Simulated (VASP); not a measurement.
Here is a VASP 6.6.1 calculation.

File INCAR:

```
SYSTEM = CaOs
PREC = Accurate
ENCUT = 520
EDIFF = 1E-6
ISMEAR = 0
SIGMA = 0.1
LREAL = .False.
LASPH = .True.
NELM = 80
ALGO = Normal
ISIF = 2
LWAVE = .False.
LCHARG = .False.
GGA = PE
NBANDS = 16
```

KPOINTS

```
regular mesh
0
Gamma
  6 6 4
  0 0 0
```

Contents of POSCAR:

```
CaOs
1.0
    2.8708586560      0.0000000000      0.0000000000
    0.0000000000      2.8708586560      0.0000000000
    0.0000000000      0.0000000000      4.6399625650
Ca Os
1 1
Direct
    0.5000000000      0.5000000000      0.5000000000
    0.0000000000      0.0000000000      0.0000000000
```

Potentials or basis: VASP PAW PBE potentials, release 64 (Ca_sv, Os).

Command:

```bash
$ cat potpaw_PBE.64/Ca_sv/POTCAR potpaw_PBE.64/Os/POTCAR > POTCAR
$ mpirun -np 1 vasp_std > vasp.out
```

Estimate the band gap on the k mesh.

zero (bands 9 and 10 overlap by 3.12 eV).

What does it give for the pressure?

-0.1 GPa.

Stress tensor (GPa, compression positive):
```
 0.08  0.00  0.00
 0.00  0.08  0.00
 0.00  0.00 -0.40
```

Caveat: the k points lie up to 0.36 Å⁻¹ apart, too coarse for converged energies and pressures of a metal; spin-orbit coupling is left out, which moves the levels of the heavy elements.
